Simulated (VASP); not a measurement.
## CuI: single point with PBE+D3(BJ)

Crystal: CuI.

```
CELL_PARAMETERS angstrom
0.00000 3.09096 3.09096
3.09096 0.00000 3.09096
3.09096 3.09096 0.00000
ATOMIC_POSITIONS crystal
I 0.00000 0.00000 0.00000
Cu 0.75000 0.75000 0.75000
```

- Program: VASP 6.6.1
- Task: single point
- Functional: PBE
- Dispersion: D3(BJ)
- Potentials or basis: VASP PAW PBE potentials, release 64 (I, Cu)
- Cutoff: 520 eV
- k mesh: 8 × 8 × 8
- Occupations: fermi-dirac, width 0.05 eV
- Spin: no spin polarisation

```yaml
Pressure: -3.4 GPa
Band_gap_on_the_k_mesh: 1.00 eV
Dispersion_energy_per_atom: -0.320 eV
```

Levels at points of the mesh, in eV from the valence-band top:
```
           k point  band 7  band 8  band 9  band 10  band 11  band 12
(0.00, 0.00, 0.00)    0.00    0.00    0.00     1.00     4.93     4.93
(0.50, 0.00, 0.00)   -1.56   -0.62   -0.62     2.11     5.44     5.44
(0.50, 0.50, 0.00)   -1.55   -1.31   -1.31     2.83     2.92     8.81
```

Wall time 17 s on 1 thread of Intel(R) Xeon(R) Platinum 8488C (Sapphire Rapids) (shared host), peak memory 0.22 GiB.

Caveat: the cell stands under tension; spin-orbit coupling is left out, which moves the levels of the heavy elements.
